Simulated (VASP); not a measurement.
# BN (R3m) in VASP: vibrations by perturbation theory with LDA

Aim: the vibrations by perturbation theory of BN with LDA.

Everything below comes from runs of VASP 6.6.1. Logs are shortened: lines on timing, memory, paths and dates and some standing lists are left out, and cuts for length are marked.

### 1 The cell of the first run

It takes space group R3m (No. 160, trigonal). The conventional cell has a = 2.463 Å, b = 2.463 Å, c = 8.029 Å, α = 90.00°, β = 90.00°, γ = 120.00°. B (site symmetry 3m) has 3 N at 1.42 Å within 1.9 Å. N (site symmetry 3m) has 3 B at 1.42 Å within 1.9 Å.

### 2 Vibrations by perturbation theory, LDA

File INCAR:

```
SYSTEM = BN
  PREC = Accurate
  ENCUT = 520
  EDIFF = 1E-8
  ISMEAR = 0
  SIGMA = 0.01
  LREAL = .FALSE.
  LASPH = .TRUE.
  NELM = 60
  ALGO = Normal
  ISIF = 2
  LWAVE = .FALSE.
  LCHARG = .FALSE.
  GGA = CA
  NBANDS = 11
  IBRION = 8
  NSW = 1
  LEPSILON = .TRUE.
```

File KPOINTS:

```
Automatic mesh
0
G
  12 12 12
  0 0 0
```

File POSCAR:

```
BN
1.0
    1.2312772943      0.7108782773      2.6761920116
   -1.2312772943      0.7108782773      2.6761920116
    0.0000000000     -1.4217565546      2.6761920116
B N
1 1
Direct
    1.0012977174      1.0012977174      1.0012977174
    0.3311352826      0.3311352826      0.3311352826
```

Potentials or basis: VASP PAW LDA potentials, release 64 (B, N).

Launch:

```bash
cat potpaw_LDA.64/B/POTCAR potpaw_LDA.64/N/POTCAR > POTCAR
mpirun -np 1 vasp_std > vasp.out
```

OUTCAR:

```text
SYSTEM = BN
   PREC = Accurate
   ENCUT = 520
   EDIFF = 1E-8
   ISMEAR = 0
   LREAL = .FALSE.
   LASPH = .TRUE.
   NELM = 60
   ISIF = 2
   GGA = CA
   IBRION = 8
   NSW = 1
   LEPSILON = .TRUE.

 ion  position               nearest neighbor table
   1  0.001  0.001  0.001-   2 1.42   2 1.42   2 1.42
   2  0.331  0.331  0.331-   1 1.42   1 1.42   1 1.42

  LATTYP: Found a trigonal (rhomboedric) cell.
 ALAT       =     3.0304117515
 COS(alpha) =     0.6698293579

  Lattice vectors:

 A1 = (   1.2312772943,   0.7108782773,   2.6761920116)
 A2 = (  -1.2312772943,   0.7108782773,   2.6761920116)
 A3 = (   0.0000000000,  -1.4217565546,   2.6761920116)

Analysis of symmetry for initial positions (statically):
=====================================================================
 Subroutine PRICEL returns:
 Original cell was already a primitive cell.

 Routine SETGRP: Setting up the symmetry group for a
 trigonal (rhombohedral) supercell.

 Subroutine GETGRP returns: Found  6 space group operations
 (whereof  6 operations were pure point group operations)
 out of a pool of 12 trial point group operations.

The static configuration has the point symmetry C_3v.

Analysis of symmetry for dynamics (positions and initial velocities):
=====================================================================
 Subroutine PRICEL returns:
 Original cell was already a primitive cell.

 Routine SETGRP: Setting up the symmetry group for a
 trigonal (rhombohedral) supercell.

 Subroutine GETGRP returns: Found  6 space group operations
 (whereof  6 operations were pure point group operations)
 out of a pool of 12 trial point group operations.

The dynamic configuration has the point symmetry C_3v.

 Subroutine INISYM returns: Found  6 space group operations
 (whereof  6 operations are pure point group operations),
 and found     1 'primitive' translations

[... 579 lines left out ...]

 MACROSCOPIC STATIC DIELECTRIC TENSOR (including local field effects in DFT)
 ------------------------------------------------------
           5.539513     0.000000     0.000000
           0.000000     5.539513     0.000000
           0.000000     0.000000     4.013495
 ------------------------------------------------------

 PIEZOELECTRIC TENSOR (including local field effects)  for field in x, y, z        (e  Angst)
          XX          YY          ZZ          XY          YZ          ZX
  --------------------------------------------------------------------------------
  x     0.00000     0.00000     0.00000     1.20935     0.00000     0.07664
  y     1.20935    -1.20935    -0.00000     0.00000     0.07664     0.00000
  z     0.21110     0.21110    -0.57749     0.00000     0.00000     0.00000

 PIEZOELECTRIC TENSOR (including local field effects)  for field in x, y, z        (C/m^2)
          XX          YY          ZZ          XY          YZ          ZX
  --------------------------------------------------------------------------------
  x     0.00000     0.00000     0.00000     1.37861     0.00000     0.08737
  y     1.37861    -1.37861    -0.00000     0.00000     0.08737     0.00000
  z     0.24064     0.24064    -0.65832     0.00000     0.00000     0.00000

 BORN EFFECTIVE CHARGES (including local field effects) (in |e|, cummulative output)
 ---------------------------------------------------------------------------------
 ion    1
    1     2.63622     0.00000     0.00000
    2     0.00000     2.63622     0.00000
    3     0.00000     0.00000     1.28583
 ion    2
    1    -2.63622     0.00000     0.00000
    2     0.00000    -2.63622     0.00000
    3     0.00000     0.00000    -1.28583

 INTERNAL STRAIN TENSOR FOR ION    2 for displacements in x,y,z  (eV/Angst):
          X           Y           Z          XY          YZ          ZX
  --------------------------------------------------------------------------------
  x     0.00000     0.00000     0.00000    15.98669     0.00000     1.02053
  y    15.98669   -15.98669     0.00000     0.00000     0.75938     0.00000
  z    -0.44072    -0.44072     3.50204     0.00000     0.00000     0.00000

 SECOND DERIVATIVES (NOT SYMMETRIZED)
 ------------------------------------
               1X          1Y          1Z          2X          2Y          2Z
  1X   -46.624076    0.000000    0.000000   46.624076    0.000000    0.000000
  1Y     0.000000  -46.624076    0.000000    0.000000   46.624076    0.000000
  1Z     0.000000    0.000000   -9.894982    0.000000    0.000000    9.894982
  2X    46.633881    0.000000    0.000000  -46.633881    0.000000   -0.000000
  2Y    -0.000000   46.633881    0.000000    0.000000  -46.633881    0.000000
  2Z     0.000000    0.000000    9.892661    0.000000    0.000000   -9.892661

 Eigenvectors and eigenvalues of the dynamical matrix
 ----------------------------------------------------

   1 f  =   43.220936 THz   271.565149 2PiTHz 1441.695235 cm-1   178.747347 meV
             X         Y         Z           dx          dy          dz
      0.000000  0.000000  0.010419     0.751154   -0.000004   -0.000000
      0.000000  0.000000  2.658545    -0.660127    0.000004   -0.000000
[... 21 lines left out ...]
   6 f/i=    0.002253 THz     0.014157 2PiTHz    0.075159 cm-1     0.009319 meV
             X         Y         Z           dx          dy          dz
      0.000000  0.000000  0.010419    -0.566465    0.338948   -0.000000
      0.000000  0.000000  2.658545    -0.644576    0.385686   -0.000000

--------------------------------------------------------------------------------------------------------

 MACROSCOPIC STATIC DIELECTRIC TENSOR IONIC CONTRIBUTION
 ------------------------------------------------------
           1.918905     0.000000     0.000000
           0.000000     1.918905     0.000000
           0.000000     0.000000     2.151525
 ------------------------------------------------------

 ELASTIC MODULI CONTR FROM IONIC RELAXATION (kBar)
 Direction    XX          YY          ZZ          XY          YZ          ZX
 --------------------------------------------------------------------------------
 XX        -624.0260    619.4966     17.8380     -0.0000    -31.3430     -0.0000
 YY         619.4966   -624.0260     17.8380      0.0000     31.3430      0.0000
 ZZ          17.8380     17.8380   -140.5019     -0.0000     -0.0000     -0.0000
 XY          -0.0000      0.0000     -0.0000   -621.7613     -0.0000    -37.0279
 YZ         -31.3430     31.3430     -0.0000     -0.0000     -1.5800     -0.0000
 ZX          -0.0000      0.0000     -0.0000    -37.0279     -0.0000     -2.2051
 --------------------------------------------------------------------------------

 PIEZOELECTRIC TENSOR IONIC CONTR  for field in x, y, z        (C/m^2)
          XX          YY          ZZ          XY          YZ          ZX
  --------------------------------------------------------------------------------
  x    -0.00000     0.00000    -0.00000    -1.02781    -0.00000    -0.06121
  y    -1.02781     1.02781    -0.00000    -0.00000    -0.05181    -0.00000
  z     0.06568     0.06568    -0.51735    -0.00000    -0.00000    -0.00000
```

Wall time 11 min (1 thread of AMD EPYC 7R13 (Zen 3), shared host); peak memory 0.4 GiB.

What came out:

```yaml
Electronic_dielectric_tensor_diagonal: 5.54, 5.54, 4.01
Born_charges_mean_of_the_diagonal: B +2.19; N -2.19 e
Highest_phonon_frequency_at_Γ_LO-TO_splitting_left_out: 1442 cm⁻¹
```

Phonon frequencies in cm⁻¹ (negative: imaginary):
| q point | frequencies |
| --- | --- |
| (0.000, 0.000, 0.000) | 0 0 0 664 1442 1442 |

Electronic dielectric tensor:
```
5.54 0.00 0.00
0.00 5.54 0.00
0.00 0.00 4.01
```

Born effective charge tensors (e):
atom 1, B
```
2.64 0.00 0.00
0.00 2.64 0.00
0.00 0.00 1.29
```
atom 2, N
```
-2.64  0.00  0.00
 0.00 -2.64  0.00
 0.00  0.00 -1.29
```

Caveat: the cell stands under pressure or tension, which shifts response properties.
